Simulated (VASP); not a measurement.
# CdGeAs2 (P-4m2) in VASP: further runs

Runs on CdGeAs2. Level: PBEsol. Tasks: single point.

Everything below comes from runs of VASP 6.6.1. Logs are shortened: lines on timing, memory, paths and dates and some standing lists are left out, and cuts for length are marked.

**1. The cell of the first run**

The structure is tetragonal, space group P-4m2 (No. 115). The conventional cell has a = 4.076 Å, b = 4.076 Å, c = 6.118 Å, α = 90.00°, β = 90.00°, γ = 90.00°. Cd (site symmetry -4m2) has 4 As at 2.61 Å within 3.4 Å. As (site symmetry 2mm) has 2 Ge at 2.49 Å and 2 Cd at 2.61 Å within 3.3 Å. Within 3.3 Å of Ge (site symmetry -4m2) lie 4 As at 2.49 Å.

**2. Single point, PBEsol**

INCAR reads:

```
SYSTEM = CdGeAs2
PREC = Accurate ; ENCUT = 520
EDIFF = 1E-6 ; ISMEAR = -1
SIGMA = 0.02 ; LREAL = .FALSE.
LASPH = .TRUE. ; NELM = 60
ALGO = Normal ; ISIF = 2
LWAVE = .FALSE. ; LCHARG = .FALSE.
GGA = PS ; NBANDS = 26
```

KPOINTS reads:

```
Automatic mesh
0
G
  4 4 4
  0 0 0
```

POSCAR reads:

```
CdGeAs2
1.0
    4.0763717120      0.0000000000      0.0000000000
    0.0000000000      4.0763717120      0.0000000000
    0.0000000000      0.0000000000      6.1183213177
Cd As Ge
1 2 1
Direct
    0.0000000000      0.0000000000      0.0000000000
    0.0000000000      0.5000000000      0.2672334419
    0.5000000000      0.0000000000      0.7327665581
    0.5000000000      0.5000000000      0.5000000000
```

Potentials or basis: VASP PAW PBE potentials, release 64 (Cd, As, Ge_d).

Run with:

```console
$ cat potpaw_PBE.64/Cd/POTCAR potpaw_PBE.64/As/POTCAR potpaw_PBE.64/Ge_d/POTCAR > POTCAR
$ mpirun -np 1 vasp_std > vasp.out
```

OUTCAR:

```text
SYSTEM = CdGeAs2
   PREC = Accurate
   ENCUT = 520
   EDIFF = 1E-6
   ISMEAR = -1
   LREAL = .FALSE.
   LASPH = .TRUE.
   NELM = 60
   ISIF = 2
   GGA = PS

 ion  position               nearest neighbor table
   1  0.000  0.000  0.000-   2 2.61   3 2.61   2 2.61   3 2.61
   2  0.000  0.500  0.267-   4 2.49   4 2.49   1 2.61   1 2.61
   3  0.500  0.000  0.733-   4 2.49   4 2.49   1 2.61   1 2.61
   4  0.500  0.500  0.500-   2 2.49   3 2.49   3 2.49   2 2.49

  LATTYP: Found a simple tetragonal cell.
 ALAT       =     4.0763717120
 C/A-ratio  =     1.5009233088

  Lattice vectors:

 A1 = (   4.0763717120,   0.0000000000,   0.0000000000)
 A2 = (   0.0000000000,   4.0763717120,   0.0000000000)
 A3 = (   0.0000000000,   0.0000000000,   6.1183213177)

Analysis of symmetry for initial positions (statically):
=====================================================================
 Subroutine PRICEL returns:
 Original cell was already a primitive cell.

 Routine SETGRP: Setting up the symmetry group for a
 simple tetragonal supercell.

 Subroutine GETGRP returns: Found  8 space group operations
 (whereof  8 operations were pure point group operations)
 out of a pool of 16 trial point group operations.

The static configuration has the point symmetry D_2d.

Analysis of symmetry for dynamics (positions and initial velocities):
=====================================================================
 Subroutine PRICEL returns:
 Original cell was already a primitive cell.

 Routine SETGRP: Setting up the symmetry group for a
 simple tetragonal supercell.

 Subroutine GETGRP returns: Found  8 space group operations
 (whereof  8 operations were pure point group operations)
 out of a pool of 16 trial point group operations.

The dynamic configuration has the point symmetry D_2d.

 Subroutine INISYM returns: Found  8 space group operations
 (whereof  8 operations are pure point group operations),
 and found     1 'primitive' translations

----------------------------------------------------------------------------------------

                                     Primitive cell

  volume of cell :     101.6670

  direct lattice vectors                    reciprocal lattice vectors
     4.076371712  0.000000000  0.000000000     0.245316196  0.000000000  0.000000000
     0.000000000  4.076371712  0.000000000     0.000000000  0.245316196  0.000000000
     0.000000000  0.000000000  6.118321318     0.000000000  0.000000000  0.163443524

  length of vectors
     4.076371712  4.076371712  6.118321318     0.245316196  0.245316196  0.163443524

  position of ions in fractional coordinates (direct lattice)
     0.000000000  0.000000000  0.000000000
     0.000000000  0.500000000  0.267233442
     0.500000000  0.000000000  0.732766558
     0.500000000  0.500000000  0.500000000

  ion indices of the primitive-cell ions
   primitive index   ion index
                 1           1
                 2           2
                 3           3
                 4           4

----------------------------------------------------------------------------------------

 KPOINTS: Automatic mesh

Automatic generation of k-mesh.
 Grid dimensions read from file:
 generate k-points for:    4    4    4

 Generating k-lattice:

  Cartesian coordinates                     Fractional coordinates (reciprocal lattice)
     0.061329049  0.000000000  0.000000000     0.250000000  0.000000000  0.000000000
     0.000000000  0.061329049  0.000000000     0.000000000  0.250000000  0.000000000
     0.000000000  0.000000000  0.040860881     0.000000000  0.000000000  0.250000000

  Length of vectors
     0.061329049  0.061329049  0.040860881

  Shift w.r.t. Gamma in fractional coordinates (k-lattice)
     0.000000000  0.000000000  0.000000000

 Subroutine IBZKPT returns following result:
 ===========================================

 Found     18 irreducible k-points:

 Following reciprocal coordinates:
            Coordinates               Weight
  0.000000  0.000000  0.000000      1.000000
  0.250000  0.000000  0.000000      4.000000
  0.500000  0.000000  0.000000      2.000000
  0.250000  0.250000  0.000000      4.000000
  0.500000  0.250000  0.000000      4.000000
  0.500000  0.500000  0.000000      1.000000
[... 10 lines left out ...]
  0.500000  0.250000  0.500000      4.000000
  0.500000  0.500000  0.500000      1.000000
   k-points           NKPTS =     18   k-points in BZ     NKDIM =     18   number of bands    NBANDS=     26
   number of dos      NEDOS =    301   number of ions     NIONS =      4
   total plane-waves  NPLWV =  43200
   dimension x,y,z NGX =    30 NGY =   30 NGZ =   48
   dimension x,y,z NGXF=    60 NGYF=   60 NGZF=   96
   ions per type =               1   2   1
   NGX,Y,Z   is equivalent  to a cutoff of  12.23, 12.23, 13.04 a.u.
   NGXF,Y,Z  is equivalent  to a cutoff of  24.47, 24.47, 26.08 a.u.
 SYSTEM =  CdGeAs2
   PREC   = accura    normal or accurate (medium, high low for compatibility)
   ISTART =      0    job   : 0-new  1-cont  2-samecut
   ICHARG =      2    charge: 1-file 2-atom 10-const
   ISPIN  =      1    spin polarized calculation?
   LNONCOLLINEAR =      F non collinear calculations
   LSORBIT =      F    spin-orbit coupling
   LASPH  =      T    aspherical Exc in radial PAW
   ENCUT  =  520.0 eV  38.22 Ry    6.18 a.u.   7.58  7.58 11.38*2*pi/ulx,y,z
   NELM   =     60;   NELMIN=  2; NELMDL= -5     # of ELM steps
   EDIFF  = 0.1E-05   stopping-criterion for ELM
   LREAL  =      F    real-space projection
   EDIFFG = 0.1E-04   stopping-criterion for IOM
   NSW    =      0    number of steps for IOM
   IBRION =     -1    ionic relax: 0-MD 1-quasi-New 2-CG
   NFREE  =      0    steps in history (QN), initial steepest desc. (CG)
   ISIF   =      2    stress and relaxation
   ISYM   =      2    0-nonsym 1-usesym 2-fastsym
   POTIM  = 0.5000    time-step for ionic-motion
   TEBEG  =    0.0;   TEEND  =   0.0 temperature during run
   PSTRESS=    0.0 pullay stress
   NELECT =      36.0000    total number of electrons
   NUPDOWN=      -1.0000    fix difference up-down
   EMIN   =  10.00;   EMAX   =-10.00  energy-range for DOS
   EFERMI =   0.00;   METHOD = LEGACY
   ISMEAR =    -1;   SIGMA  =   0.02  broadening in eV -4-tet -1-fermi 0-gaus
   EFERMI_NEDOS =   21; number of points for ismear=-14 and -15
   IALGO  =     38    algorithm
   IMIX   =      4    mixing-type and parameters
     AMIX     =   0.40;   BMIX     =  1.00
     AMIX_MAG =   1.60;   BMIX_MAG =  1.00
  volume/ion in A,a.u.               =      25.42       171.52
  Fermi-wavevector in a.u.,A,eV,Ry     =   1.158197  2.188675 18.251127  1.341420
  Thomas-Fermi vector in A             =   2.294801
   LORBIT       =      0    0 simple, 1 ext, 2 COOP (PROOUT), +10 PAW based schemes
   GGA     = PS    functional components
   LHFCALC =     F    Hartree Fock is set to
   AEXX    =    0.0000 exact exchange contribution
   IVDW    =     0    specifies the selected vdW correction
   LEPSILON=     F    determine dielectric tensor
   LRPA    =     F    only Hartree local field effects (RPA)
 non-spin polarized calculation
  energy-cutoff  :      520.00
  volume of cell :      101.67
 maximum number of plane-waves:      2783
   NGX = 15   NGY = 15   NGZ = 23

 number of electron      35.9999979 magnetization

 Free energy of the ion-electron system (eV)
  ---------------------------------------------------
  ext. energy  EPLUGINS =         0.00000000
  ---------------------------------------------------
  free energy    TOTEN  =       -16.23491483 eV

  energy without entropy =      -16.23177449  energy(sigma->0) =      -16.23334466

 E-fermi :   3.0450     XC(G=0):  -9.4780

 val. band max:        3.0381560688   @ k =   0.2500   0.0000   0.0000
 cond. band min:       3.0931785855   @ k =   0.2500   0.0000   0.2500
 fundamental gap:      0.0550225166
 Fermi energy:         3.0449738214

 k-point     1 :       0.0000    0.0000    0.0000
  band No.  band energies     occupation
      1     -22.0809      2.00000
      2     -22.0809      2.00000
      3     -22.0725      2.00000
      4     -22.0706      2.00000
      5     -22.0404      2.00000
      6      -9.9322      2.00000
[... 18 lines left out ...]
     25      10.0419      0.00000
     26      12.0005      0.00000

 k-point     2 :       0.2500    0.0000    0.0000
  band No.  band energies     occupation
      1     -22.0831      2.00000
      2     -22.0808      2.00000
      3     -22.0722      2.00000
      4     -22.0670      2.00000
      5     -22.0410      2.00000
      6      -9.5601      2.00000
[... 18 lines left out ...]
     25      10.4757      0.00000
     26      10.4898      0.00000

 k-point     3 :       0.5000    0.0000    0.0000
  band No.  band energies     occupation
      1     -22.0849      2.00000
      2     -22.0807      2.00000
      3     -22.0721      2.00000
      4     -22.0636      2.00000
      5     -22.0417      2.00000
      6      -8.9657      2.00000
[... 18 lines left out ...]
     25       8.5355      0.00000
     26       9.8952      0.00000

 k-point     4 :       0.2500    0.2500    0.0000
  band No.  band energies     occupation
      1     -22.0831      2.00000
      2     -22.0828      2.00000
      3     -22.0711      2.00000
      4     -22.0642      2.00000
      5     -22.0417      2.00000
      6      -9.1811      2.00000
[... 18 lines left out ...]
     25       8.9585      0.00000
     26       9.9970      0.00000

 k-point     5 :       0.5000    0.2500    0.0000
  band No.  band energies     occupation
      1     -22.0848      2.00000
      2     -22.0828      2.00000
      3     -22.0707      2.00000
      4     -22.0611      2.00000
      5     -22.0424      2.00000
      6      -8.5588      2.00000
[... 18 lines left out ...]
     25      10.3677      0.00000
     26      10.7080      0.00000

 k-point     6 :       0.5000    0.5000    0.0000
  band No.  band energies     occupation
      1     -22.0847      2.00000
      2     -22.0847      2.00000
      3     -22.0699      2.00000
      4     -22.0583      2.00000
      5     -22.0431      2.00000
      6      -7.8979      2.00000
[... 253 lines left out ...]
 k-point    15 :       0.5000    0.0000    0.5000
  band No.  band energies     occupation
      1     -22.0850      2.00000
      2     -22.0807      2.00000
      3     -22.0721      2.00000
      4     -22.0636      2.00000
      5     -22.0417      2.00000
      6      -8.9600      2.00000
[... 18 lines left out ...]
     25       9.9867      0.00000
     26      10.2595      0.00000

 k-point    16 :       0.2500    0.2500    0.5000
  band No.  band energies     occupation
      1     -22.0831      2.00000
      2     -22.0828      2.00000
      3     -22.0711      2.00000
      4     -22.0642      2.00000
      5     -22.0417      2.00000
      6      -9.0579      2.00000
[... 18 lines left out ...]
     25       8.7213      0.00000
     26       9.5965      0.00000

 k-point    17 :       0.5000    0.2500    0.5000
  band No.  band energies     occupation
      1     -22.0848      2.00000
      2     -22.0828      2.00000
      3     -22.0707      2.00000
      4     -22.0611      2.00000
      5     -22.0424      2.00000
      6      -8.5566      2.00000
[... 18 lines left out ...]
     25       9.1475      0.00000
     26      10.5078      0.00000

 k-point    18 :       0.5000    0.5000    0.5000
  band No.  band energies     occupation
      1     -22.0847      2.00000
      2     -22.0847      2.00000
      3     -22.0699      2.00000
      4     -22.0583      2.00000
      5     -22.0431      2.00000
      6      -7.9087      2.00000
[... 18 lines left out ...]
     25       8.0366      0.00000
     26       8.9682      0.00000

------------------------ aborting loop because EDIFF is reached ----------------------------------------

  FORCE on cell =-STRESS in cart. coord.  units (eV):
  Direction    XX          YY          ZZ          XY          YZ          ZX
  --------------------------------------------------------------------------------------
  -------------------------------------------------------------------------------------
  Total        0.0562362      0.0562362     -0.6012959      0.0000000      0.0000000      0.0000000
  in kB        0.8862303      0.8862303     -9.4758678      0.0000000      0.0000000      0.0000000
  external PRESSURE =      -2.5678024 kB  Pullay stress =       0.0000000 kB

 VOLUME and BASIS-vectors are now :
 -----------------------------------------------------------------------------
  energy-cutoff  :      520.00
  volume of cell :      101.67
      direct lattice vectors                 reciprocal lattice vectors
     4.076371712  0.000000000  0.000000000     0.245316196  0.000000000  0.000000000
     0.000000000  4.076371712  0.000000000     0.000000000  0.245316196  0.000000000
     0.000000000  0.000000000  6.118321318     0.000000000  0.000000000  0.163443524

 POSITION                                       TOTAL-FORCE (eV/Angst)
 -----------------------------------------------------------------------------------
      0.00000      0.00000      0.00000        -0.000000      0.000000      0.000000
      0.00000      2.03819      1.63502         0.000000      0.000000     -0.094215
      2.03819      0.00000      4.48330         0.000000      0.000000      0.094215
      2.03819      2.03819      3.05916         0.000000     -0.000000      0.000000
 -----------------------------------------------------------------------------------
    total drift:                                0.000000      0.000000      0.000000

  FREE ENERGIE OF THE ION-ELECTRON SYSTEM (eV)
  ---------------------------------------------------
  free  energy   TOTEN  =       -16.2349148300 eV

  energy  without entropy=      -16.2317744889  energy(sigma->0) =      -16.23334466
```

Wall time 31 s (1 thread of Intel Xeon Platinum 8488C (Sapphire Rapids), shared host); peak memory 0.19 GiB.

Results:

| Property | Result |
| --- | --- |
| Free energy | -16.2349 eV |
| Pressure | -0.3 GPa |
| Largest force | 0.094 eV/Å |
| Band gap on the k mesh | zero (band 18 reaches 3.17 eV, above the bottom of band 19 at 2.87 eV) |

Forces on the atoms (eV/Å):
```
Cd   0.000  0.000  0.000
As   0.000  0.000 -0.094
As   0.000  0.000  0.094
Ge   0.000  0.000  0.000
```

Caveat: the k points lie up to 0.39 Å⁻¹ apart; the PAW data sets were made with another functional, which shifts forces and pressure a little.

**3. Single point, PBEsol**

INCAR reads:

```
PREC = Accurate
ENCUT = 520
EDIFF = 1E-6
ISMEAR = 1
SIGMA = 0.05
LREAL = F
LASPH = T
NELM = 100
ALGO = Normal
ISIF = 2
LWAVE = F
LCHARG = T
GGA = PS
LELF = T
LVHAR = T
NBANDS = 26
```

KPOINTS reads:

```
regular mesh
0
Gamma
  4 4 4
```

POSCAR is that of step 2.

Potentials or basis: VASP PAW PBE potentials, release 64 (Cd, As, Ge_d).

Run with:

```console
$ cat potpaw_PBE.64/Cd/POTCAR potpaw_PBE.64/As/POTCAR potpaw_PBE.64/Ge_d/POTCAR > POTCAR
$ mpirun -np 1 vasp_std > vasp.out
```

OUTCAR:

```text
PREC = Accurate
   ENCUT = 520
   EDIFF = 1E-6
   ISMEAR = 1
   LREAL = F
   LASPH = T
   NELM = 100
   ISIF = 2
   GGA = PS

 ion  position               nearest neighbor table
   1  0.000  0.000  0.000-   2 2.61   3 2.61   2 2.61   3 2.61
   2  0.000  0.500  0.267-   4 2.49   4 2.49   1 2.61   1 2.61
   3  0.500  0.000  0.733-   4 2.49   4 2.49   1 2.61   1 2.61
   4  0.500  0.500  0.500-   2 2.49   3 2.49   3 2.49   2 2.49

  LATTYP: Found a simple tetragonal cell.
[... 712 lines left out ...]
  Direction    XX          YY          ZZ          XY          YZ          ZX
  --------------------------------------------------------------------------------------
  -------------------------------------------------------------------------------------
  Total        0.0451712      0.0451712     -0.6239655      0.0000000      0.0000000      0.0000000
  in kB        0.7118565      0.7118565     -9.8331196      0.0000000      0.0000000      0.0000000
  external PRESSURE =      -2.8031355 kB  Pullay stress =       0.0000000 kB

 VOLUME and BASIS-vectors are now :
 -----------------------------------------------------------------------------
  energy-cutoff  :      520.00
  volume of cell :      101.67
      direct lattice vectors                 reciprocal lattice vectors
     4.076371712  0.000000000  0.000000000     0.245316196  0.000000000  0.000000000
     0.000000000  4.076371712  0.000000000     0.000000000  0.245316196  0.000000000
     0.000000000  0.000000000  6.118321318     0.000000000  0.000000000  0.163443524

 POSITION                                       TOTAL-FORCE (eV/Angst)
 -----------------------------------------------------------------------------------
      0.00000      0.00000      0.00000         0.000000     -0.000000      0.000000
      0.00000      2.03819      1.63502        -0.000000     -0.000000     -0.101409
      2.03819      0.00000      4.48330         0.000000     -0.000000      0.101409
      2.03819      2.03819      3.05916         0.000000      0.000000      0.000000
 -----------------------------------------------------------------------------------
    total drift:                                0.000000      0.000000      0.000000

  FREE ENERGIE OF THE ION-ELECTRON SYSTEM (eV)
  ---------------------------------------------------
  free  energy   TOTEN  =       -16.2331570079 eV

  energy  without entropy=      -16.2325415097  energy(sigma->0) =      -16.23295184
```

OSZICAR:

```text
N       E                     dE             d eps       ncg     rms          rms(c)
DAV:   1     0.290963385571E+03    0.29096E+03   -0.17254E+04  1104   0.218E+03
DAV:   2     0.196629848953E+02   -0.27130E+03   -0.25875E+03   962   0.603E+02
DAV:   3    -0.153765809134E+02   -0.35040E+02   -0.34721E+02  1142   0.133E+02
DAV:   4    -0.167157676711E+02   -0.13392E+01   -0.13375E+01  1028   0.269E+01
DAV:   5    -0.167396553073E+02   -0.23888E-01   -0.23883E-01  1154   0.411E+00    0.626E+00
DAV:   6    -0.162879229551E+02    0.45173E+00   -0.79800E-01  1058   0.100E+01    0.486E+00
DAV:   7    -0.162380382353E+02    0.49885E-01   -0.31933E-01  1006   0.300E+00    0.189E+00
DAV:   8    -0.162333098149E+02    0.47284E-02   -0.33087E-02  1094   0.184E+00    0.308E-01
DAV:   9    -0.162330657445E+02    0.24407E-03   -0.34179E-03  1100   0.702E-01    0.754E-02
DAV:  10    -0.162331070350E+02   -0.41290E-04   -0.37920E-04  1012   0.156E-01    0.350E-02
DAV:  11    -0.162331653892E+02   -0.58354E-04   -0.18742E-04  1050   0.108E-01    0.178E-02
DAV:  12    -0.162331564227E+02    0.89665E-05   -0.48498E-05   988   0.726E-02    0.813E-03
DAV:  13    -0.162331570079E+02   -0.58520E-06   -0.39828E-06  1096   0.132E-02
   1 F= -.16233157E+02 E0= -.16232952E+02  d E =-.615498E-03
```

Run time: 29 s. Hardware: 1 thread of Intel Xeon Platinum 8488C (Sapphire Rapids), shared host; peak memory 0.21 GiB.

Results:

```
Free energy            : -16.2332 eV
Pressure               : -0.3 GPa
Largest force          : 0.101 eV/Å
Band gap on the k mesh : zero (band 18 reaches 3.18 eV, above the bottom of band 19 at 2.88 eV)
```

Forces in eV/Å, atoms in the order of the input:
```
Cd   0.000  0.000  0.000
As   0.000  0.000 -0.101
As   0.000  0.000  0.101
Ge   0.000  0.000  0.000
```

Stress tensor (GPa, compression positive):
```
 0.07  0.00  0.00
 0.00  0.07  0.00
 0.00  0.00 -0.98
```

Caveat: the k points lie up to 0.39 Å⁻¹ apart; the PAW data sets were made with another functional, which shifts forces and pressure a little.
